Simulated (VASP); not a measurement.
Wanted: the native input for a VASP 6.6.1 run.

```yaml
Task: single point
Functional: PBEsol
Potentials_or_basis: VASP PAW PBE potentials, release 64 (Al, Co)
Cutoff: 520 eV
k_mesh: 14 × 14 × 14
Occupations: gaussian, width 0.1 eV
Spin: no spin polarisation
Dipole_correction: no
Further_INCAR_settings: ALGO = Normal; EDIFF = 1e-06; NBANDS = 13
```

The structure of AlCo lies in POSCAR:

```
AlCo
1.0
    2.8225855357      0.0000000000      0.0000000000
    0.0000000000      2.8225855357      0.0000000000
    0.0000000000      0.0000000000      2.8225855357
Al Co
1 1
Direct
    0.0000000000      0.0000000000      0.0000000000
    0.5000000000      0.5000000000      0.5000000000
```

One way to write it, as run:

INCAR

```
PREC     = Accurate       # precision mode
ENCUT    = 520            # plane-wave cutoff, eV
EDIFF    = 1E-6           # SCF threshold, eV
ISMEAR   = 0              # smearing method
SIGMA    = 0.1            # smearing width, eV
LREAL    = F              # projectors in reciprocal space
LASPH    = T              # aspherical terms in the spheres
NELM     = 80             # most SCF steps
ALGO     = Normal         # electronic algorithm
ISIF     = 2              # what is computed and relaxed
LWAVE    = F              # write WAVECAR
LCHARG   = F              # write CHGCAR
GGA      = PS             # functional
NBANDS   = 13             # bands
```

KPOINTS

```
Automatic mesh
0
Gamma
  14 14 14
```

Potentials or basis: VASP PAW PBE potentials, release 64 (Al, Co).

The run is started by

```sh
$ cat potpaw_PBE.64/Al/POTCAR potpaw_PBE.64/Co/POTCAR > POTCAR
$ mpirun -np 1 vasp_std > vasp.out
```

Results of the run:

```yaml
Pressure: 0.1 GPa
Band_gap_on_the_k_mesh: zero (band 6 reaches 13.20 eV, above the bottom of band 7 at 10.58 eV)
```

Caveat: the PAW data sets were made with another functional, which shifts forces and pressure a little.

Wall time 12 s on 1 thread of Intel(R) Xeon(R) Platinum 8488C (Sapphire Rapids) (shared host), peak memory 0.16 GiB.
